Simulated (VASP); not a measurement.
# LiTlS2 (P-4m2) in VASP: notebook

The runs below take LiTlS2 through single point, with LDA, r2SCAN, PBE, HSE06.

Program: VASP 6.6.1. These are calculated values, not measurements. Logs are shortened: lines on timing, memory, paths and dates and some standing lists are left out, and cuts for length are marked.

## 1. The cell of the first run

It takes space group P-4m2 (No. 115, tetragonal). Conventional cell: a = 4.067 Å, b = 4.067 Å, c = 5.719 Å, α = 90.00°, β = 90.00°, γ = 90.00°. Li (site symmetry -4m2) has 4 S at 2.42 Å within 3.2 Å. Within 3.2 Å of S (site symmetry 2mm) lie 2 Li at 2.42 Å and 2 Tl at 2.55 Å. Within 3.4 Å of Tl (site symmetry -4m2) lie 4 S at 2.55 Å.

## 2. Single point, LDA

Input file INCAR:

```
SYSTEM = LiTlS2
PREC     = Accurate       ! precision mode
ENCUT    = 520            ! plane-wave cutoff, eV
EDIFF    = 1E-7           ! SCF threshold, eV
ISMEAR   = 0              ! smearing method
SIGMA    = 0.01           ! smearing width, eV
LREAL    = .False.        ! projectors in reciprocal space
LASPH    = .True.         ! aspherical terms in the spheres
NELM     = 80             ! most SCF steps
ALGO     = Normal         ! electronic algorithm
ISIF     = 2              ! what is computed and relaxed
LWAVE    = .False.        ! write WAVECAR
LCHARG   = .False.        ! write CHGCAR
GGA      = CA             ! functional
NBANDS   = 22             ! bands
```

Input file KPOINTS:

```
regular mesh
0
Gamma
  4 4 2
  0 0 0
```

Input file POSCAR:

```
LiTlS2
1.0
    4.0667718535      0.0000000000      0.0000000000
    0.0000000000      4.0667718535      0.0000000000
    0.0000000000      0.0000000000      5.7187778076
Li S Tl
1 2 1
Direct
    0.0000000000      0.0000000000      0.0000000000
    0.0000000000      0.5000000000      0.2309016898
    0.5000000000      0.0000000000      0.7690983102
    0.5000000000      0.5000000000      0.5000000000
```

Potentials or basis: VASP PAW LDA potentials, release 64 (Li_sv, S, Tl_d).

On the command line:

```console
$ cat potpaw_LDA.64/Li_sv/POTCAR potpaw_LDA.64/S/POTCAR potpaw_LDA.64/Tl_d/POTCAR > POTCAR
$ mpirun -np 1 vasp_std > vasp.out
```

OUTCAR:

```text
SYSTEM = LiTlS2
   PREC = Accurate
   ENCUT = 520
   EDIFF = 1E-7
   ISMEAR = 0
   LREAL = .False.
   LASPH = .True.
   NELM = 80
   ISIF = 2
   GGA = CA

 ion  position               nearest neighbor table
   1  0.000  0.000  0.000-   2 2.42   3 2.42   2 2.42   3 2.42
   2  0.000  0.500  0.231-   1 2.42   1 2.42   4 2.55   4 2.55
   3  0.500  0.000  0.769-   1 2.42   1 2.42   4 2.55   4 2.55
   4  0.500  0.500  0.500-   2 2.55   3 2.55   3 2.55   2 2.55

  LATTYP: Found a simple tetragonal cell.
 ALAT       =     4.0667718535
 C/A-ratio  =     1.4062204652

  Lattice vectors:

 A1 = (   4.0667718535,   0.0000000000,   0.0000000000)
 A2 = (   0.0000000000,   4.0667718535,   0.0000000000)
 A3 = (   0.0000000000,   0.0000000000,   5.7187778076)

Analysis of symmetry for initial positions (statically):
=====================================================================
 Subroutine PRICEL returns:
 Original cell was already a primitive cell.

 Routine SETGRP: Setting up the symmetry group for a
 simple tetragonal supercell.

 Subroutine GETGRP returns: Found  8 space group operations
 (whereof  8 operations were pure point group operations)
 out of a pool of 16 trial point group operations.

The static configuration has the point symmetry D_2d.

Analysis of symmetry for dynamics (positions and initial velocities):
=====================================================================
 Subroutine PRICEL returns:
 Original cell was already a primitive cell.

 Routine SETGRP: Setting up the symmetry group for a
 simple tetragonal supercell.

 Subroutine GETGRP returns: Found  8 space group operations
 (whereof  8 operations were pure point group operations)
 out of a pool of 16 trial point group operations.

The dynamic configuration has the point symmetry D_2d.

 Subroutine INISYM returns: Found  8 space group operations
 (whereof  8 operations are pure point group operations),
 and found     1 'primitive' translations

----------------------------------------------------------------------------------------

                                     Primitive cell

  volume of cell :      94.5808

  direct lattice vectors                    reciprocal lattice vectors
     4.066771853  0.000000000  0.000000000     0.245895279  0.000000000  0.000000000
     0.000000000  4.066771853  0.000000000     0.000000000  0.245895279  0.000000000
     0.000000000  0.000000000  5.718777808     0.000000000  0.000000000  0.174862538

  length of vectors
     4.066771853  4.066771853  5.718777808     0.245895279  0.245895279  0.174862538

  position of ions in fractional coordinates (direct lattice)
     0.000000000  0.000000000  0.000000000
     0.000000000  0.500000000  0.230901690
     0.500000000  0.000000000  0.769098310
     0.500000000  0.500000000  0.500000000

  ion indices of the primitive-cell ions
   primitive index   ion index
                 1           1
                 2           2
                 3           3
                 4           4

----------------------------------------------------------------------------------------

 KPOINTS: regular mesh

Automatic generation of k-mesh.
 Grid dimensions read from file:
 generate k-points for:    4    4    2

 Generating k-lattice:

  Cartesian coordinates                     Fractional coordinates (reciprocal lattice)
     0.061473820  0.000000000  0.000000000     0.250000000  0.000000000  0.000000000
     0.000000000  0.061473820  0.000000000     0.000000000  0.250000000  0.000000000
     0.000000000  0.000000000  0.087431269     0.000000000  0.000000000  0.500000000

  Length of vectors
     0.061473820  0.061473820  0.087431269

  Shift w.r.t. Gamma in fractional coordinates (k-lattice)
     0.000000000  0.000000000  0.000000000

 Subroutine IBZKPT returns following result:
 ===========================================

 Found     12 irreducible k-points:

 Following reciprocal coordinates:
            Coordinates               Weight
  0.000000  0.000000  0.000000      1.000000
  0.250000  0.000000  0.000000      4.000000
  0.500000  0.000000  0.000000      2.000000
  0.250000  0.250000  0.000000      4.000000
  0.500000  0.250000  0.000000      4.000000
  0.500000  0.500000  0.000000      1.000000
  0.000000  0.000000  0.500000      1.000000
  0.250000  0.000000  0.500000      4.000000
  0.500000  0.000000  0.500000      2.000000
  0.250000  0.250000  0.500000      4.000000
  0.500000  0.250000  0.500000      4.000000
  0.500000  0.500000  0.500000      1.000000
   k-points           NKPTS =     12   k-points in BZ     NKDIM =     12   number of bands    NBANDS=     22
   number of dos      NEDOS =    301   number of ions     NIONS =      4
   total plane-waves  NPLWV =  43200
   dimension x,y,z NGX =    30 NGY =   30 NGZ =   48
   dimension x,y,z NGXF=    60 NGYF=   60 NGZF=   96
   ions per type =               1   2   1
   NGX,Y,Z   is equivalent  to a cutoff of  12.26, 12.26, 13.95 a.u.
   NGXF,Y,Z  is equivalent  to a cutoff of  24.53, 24.53, 27.91 a.u.
 SYSTEM =  LiTlS2
   PREC   = accura    normal or accurate (medium, high low for compatibility)
   ISTART =      0    job   : 0-new  1-cont  2-samecut
   ICHARG =      2    charge: 1-file 2-atom 10-const
   ISPIN  =      1    spin polarized calculation?
   LNONCOLLINEAR =      F non collinear calculations
   LSORBIT =      F    spin-orbit coupling
   LASPH  =      T    aspherical Exc in radial PAW
   ENCUT  =  520.0 eV  38.22 Ry    6.18 a.u.   7.56  7.56 10.63*2*pi/ulx,y,z
   NELM   =     80;   NELMIN=  2; NELMDL= -5     # of ELM steps
   EDIFF  = 0.1E-06   stopping-criterion for ELM
   LREAL  =      F    real-space projection
   EDIFFG = 0.1E-05   stopping-criterion for IOM
   NSW    =      0    number of steps for IOM
   IBRION =     -1    ionic relax: 0-MD 1-quasi-New 2-CG
   NFREE  =      0    steps in history (QN), initial steepest desc. (CG)
   ISIF   =      2    stress and relaxation
   ISYM   =      2    0-nonsym 1-usesym 2-fastsym
   POTIM  = 0.5000    time-step for ionic-motion
   TEBEG  =    0.0;   TEEND  =   0.0 temperature during run
   PSTRESS=    0.0 pullay stress
   NELECT =      28.0000    total number of electrons
   NUPDOWN=      -1.0000    fix difference up-down
   EMIN   =  10.00;   EMAX   =-10.00  energy-range for DOS
   EFERMI =   0.00;   METHOD = LEGACY
   ISMEAR =     0;   SIGMA  =   0.01  broadening in eV -4-tet -1-fermi 0-gaus
   EFERMI_NEDOS =   21; number of points for ismear=-14 and -15
   IALGO  =     38    algorithm
   IMIX   =      4    mixing-type and parameters
     AMIX     =   0.40;   BMIX     =  1.00
     AMIX_MAG =   1.60;   BMIX_MAG =  1.00
  volume/ion in A,a.u.               =      23.65       159.57
  Fermi-wavevector in a.u.,A,eV,Ry     =   1.091088  2.061858 16.197377  1.190474
  Thomas-Fermi vector in A             =   2.227326
   LORBIT       =      0    0 simple, 1 ext, 2 COOP (PROOUT), +10 PAW based schemes
   GGA     = CA    functional components
   LHFCALC =     F    Hartree Fock is set to
   AEXX    =    0.0000 exact exchange contribution
   IVDW    =     0    specifies the selected vdW correction
   LEPSILON=     F    determine dielectric tensor
   LRPA    =     F    only Hartree local field effects (RPA)
 non-spin polarized calculation
 Gauss-broadening in eV      SIGMA  =   0.01
  energy-cutoff  :      520.00
  volume of cell :       94.58
 maximum number of plane-waves:      2566
   NGX = 15   NGY = 15   NGZ = 21

 number of electron      27.9999990 magnetization

 Free energy of the ion-electron system (eV)
  ---------------------------------------------------
  ext. energy  EPLUGINS =         0.00000000
  ---------------------------------------------------
  free energy    TOTEN  =       -16.86276147 eV

  energy without entropy =      -16.86276147  energy(sigma->0) =      -16.86276147

 E-fermi :   2.2296     XC(G=0):  -9.0154

 val. band max:        2.1137409119   @ k =   0.0000   0.0000   0.0000
 cond. band min:       2.8771039275   @ k =   0.0000   0.0000   0.0000
 fundamental gap:      0.7633630157
 Fermi energy:         2.2296289933

 k-point     1 :       0.0000    0.0000    0.0000
  band No.  band energies     occupation
      1     -40.8811      2.00000
      2     -10.0654      2.00000
      3      -9.7888      2.00000
      4      -8.5200      2.00000
      5      -8.5200      2.00000
      6      -8.3868      2.00000
[... 14 lines left out ...]
     21      11.6471      0.00000
     22      13.1480      0.00000

 k-point     2 :       0.2500    0.0000    0.0000
  band No.  band energies     occupation
      1     -40.8810      2.00000
      2      -9.9637      2.00000
      3      -9.7957      2.00000
      4      -8.5146      2.00000
      5      -8.4220      2.00000
      6      -8.2843      2.00000
[... 14 lines left out ...]
     21      11.2145      0.00000
     22      11.5493      0.00000

 k-point     3 :       0.5000    0.0000    0.0000
  band No.  band energies     occupation
      1     -40.8808      2.00000
      2      -9.8697      2.00000
      3      -9.8183      2.00000
      4      -8.5091      2.00000
      5      -8.3831      2.00000
      6      -8.2859      2.00000
[... 14 lines left out ...]
     21      10.5178      0.00000
     22      10.9937      0.00000
[... 176 lines left out ...]
 k-point    11 :       0.5000    0.2500    0.5000
  band No.  band energies     occupation
      1     -40.8806      2.00000
      2      -9.8501      2.00000
      3      -9.7961      2.00000
      4      -8.4449      2.00000
      5      -8.3256      2.00000
      6      -8.3156      2.00000
[... 14 lines left out ...]
     21      10.7807      0.00000
     22      11.5938      0.00000

 k-point    12 :       0.5000    0.5000    0.5000
  band No.  band energies     occupation
      1     -40.8804      2.00000
      2      -9.8145      2.00000
      3      -9.8145      2.00000
      4      -8.3641      2.00000
      5      -8.3421      2.00000
      6      -8.2925      2.00000
[... 14 lines left out ...]
     21      10.1622      0.00000
     22      11.7132      0.00000

------------------------ aborting loop because EDIFF is reached ----------------------------------------

  FORCE on cell =-STRESS in cart. coord.  units (eV):
  Direction    XX          YY          ZZ          XY          YZ          ZX
  --------------------------------------------------------------------------------------
  -------------------------------------------------------------------------------------
  Total       -1.3867712     -1.3867712     -1.4964806      0.0000000      0.0000000      0.0000000
  in kB      -23.4915974    -23.4915974    -25.3500509      0.0000000      0.0000000      0.0000000
  external PRESSURE =     -24.1110819 kB  Pullay stress =       0.0000000 kB

 VOLUME and BASIS-vectors are now :
 -----------------------------------------------------------------------------
  energy-cutoff  :      520.00
  volume of cell :       94.58
      direct lattice vectors                 reciprocal lattice vectors
     4.066771853  0.000000000  0.000000000     0.245895279  0.000000000  0.000000000
     0.000000000  4.066771853  0.000000000     0.000000000  0.245895279  0.000000000
     0.000000000  0.000000000  5.718777808     0.000000000  0.000000000  0.174862538

 POSITION                                       TOTAL-FORCE (eV/Angst)
 -----------------------------------------------------------------------------------
      0.00000      0.00000      0.00000         0.000000      0.000000      0.000000
      0.00000      2.03339      1.32048         0.000000      0.000000      0.053280
      2.03339      0.00000      4.39830        -0.000000      0.000000     -0.053280
      2.03339      2.03339      2.85939         0.000000     -0.000000      0.000000
 -----------------------------------------------------------------------------------
    total drift:                                0.000000      0.000000      0.000000

  FREE ENERGIE OF THE ION-ELECTRON SYSTEM (eV)
  ---------------------------------------------------
  free  energy   TOTEN  =       -16.8627614729 eV

  energy  without entropy=      -16.8627614729  energy(sigma->0) =      -16.86276147
```

It took 21 s on 1 thread of Intel Xeon Platinum 8259CL at 2.50GHz (Skylake/Cascade Lake), shared host; peak memory 0.18 GiB.

Results:

```
Free energy            : -16.8628 eV
Largest force          : 0.053 eV/Å
Band gap on the k mesh : 0.76 eV, direct
```

Forces in eV/Å, atoms in the order of the input:
```
Li   0.000  0.000  0.000
S    0.000  0.000  0.053
S    0.000  0.000 -0.053
Tl   0.000  0.000  0.000
```

Levels at points of the mesh, in eV from the valence-band top:
```csv
k point,band 12,band 13,band 14,band 15,band 16,band 17
"(0.00, 0.00, 0.00)",-0.22,0.00,0.00,0.76,3.46,5.62
"(0.50, 0.00, 0.00)",-1.62,-0.98,-0.46,2.53,5.70,5.72
"(0.50, 0.50, 0.00)",-1.75,-1.75,-1.14,2.05,3.46,3.46
"(0.00, 0.00, 0.50)",-1.24,-0.67,-0.67,2.35,3.70,5.24
"(0.50, 0.00, 0.50)",-0.83,-0.56,-0.45,1.19,5.24,6.16
"(0.50, 0.50, 0.50)",-2.11,-1.64,-1.50,3.43,5.36,5.36
```

Caveat: the k points lie up to 0.55 Å⁻¹ apart; the cutoff is under 1.25 times the usual one of these potentials, so pressure, stress and relaxed cells hold a basis-set (Pulay) error; spin-orbit coupling is left out, which moves the levels of the heavy elements.

[end of part 1 of 2]
